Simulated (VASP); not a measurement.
Input of a VASP 6.6.1 run:

Contents of INCAR:

```
PREC = Accurate
ENCUT = 520
EDIFF = 1E-6
ISMEAR = -1
SIGMA = 0.1172
LREAL = Auto
LASPH = True
NELM = 100
ALGO = Normal
ISIF = 2
LWAVE = False
LCHARG = False
GGA = PE
NBANDS = 90
ISYM = 0
```

Contents of KPOINTS:

```
regular mesh
0
Gamma
  1 1 1
```

Contents of POSCAR:

```
B4Pb5O11
1.0
    6.9609960000     -0.1702740000     -0.2994950000
   -0.1702740000      6.7969110000     -0.0464410000
   -0.2994950000     -0.0464410000      6.9712270000
Pb O B
5 11 4
Direct
    0.6142678885      0.2702949000      0.2394334493
    0.4121600925      0.6437748153      0.4358858825
    0.1998601310      0.2528173301      0.9757737339
    0.7568896445      0.5133253493      0.7983266083
    0.9746421122      0.8864531196      0.4671895218
    0.1682449398      0.4013839243      0.2599011894
   -0.0000092130      0.6521883269      0.9939403090
    0.6049754373      0.1253107392      0.8856690041
   -0.0766528642      0.9856693049      0.8939844189
    0.7325796302      1.0635669502      0.6167317531
    0.0851288366      0.5670457861      0.5323639345
    0.0183753822      0.2623120125      0.5697024881
    0.2163015728      0.9163747739      0.1123844627
    0.6908228468      0.5818356609      0.2473683641
    0.6311822322      0.7869226778      0.7691798587
    0.4523939268      0.2374205728      0.5414306216
    0.0558369569      0.8467095635      0.0335471687
    0.5972250793      0.1942336830      0.6713282083
    0.7366168260      0.9760817498      0.7984989255
    0.0891762029      0.3687143948      0.4407643435
```

Potentials or basis: VASP PAW PBE potentials, release 64 (Pb_d, O, B).

Command:

```sh
$ cat potpaw_PBE.64/Pb_d/POTCAR potpaw_PBE.64/O/POTCAR potpaw_PBE.64/B/POTCAR > POTCAR
$ mpirun -np 1 vasp_gam > vasp.out
```

Q: Predict the pressure.

A: 2.2 GPa.

Q: Predict the largest force.

A: 6.555 eV/Å.

Forces in eV/Å, atoms in the order of the input:
```
Pb   0.998 -0.621  0.399
Pb  -0.114  0.845 -0.309
Pb  -0.608 -0.285 -0.783
Pb   1.382  0.712  0.939
Pb   0.424  0.098 -0.573
O   -0.142 -1.906  0.843
O    0.276  0.039  0.298
O   -0.535  1.440 -1.901
O    3.051 -0.427  2.443
O   -0.848  1.387 -1.615
O    0.273  1.634 -0.102
O    0.129 -4.507 -0.254
O    2.130  2.277  2.015
O   -0.834 -0.498  0.457
O    0.174  0.006 -0.162
O   -0.005  1.639  0.402
B   -3.837 -2.592 -4.640
B   -0.927 -2.597  0.709
B   -1.548 -1.282  1.939
B    0.559  4.638 -0.107
```

Caveat: the k points lie up to 0.93 Å⁻¹ apart; the atoms stand as in a frame of molecular dynamics.
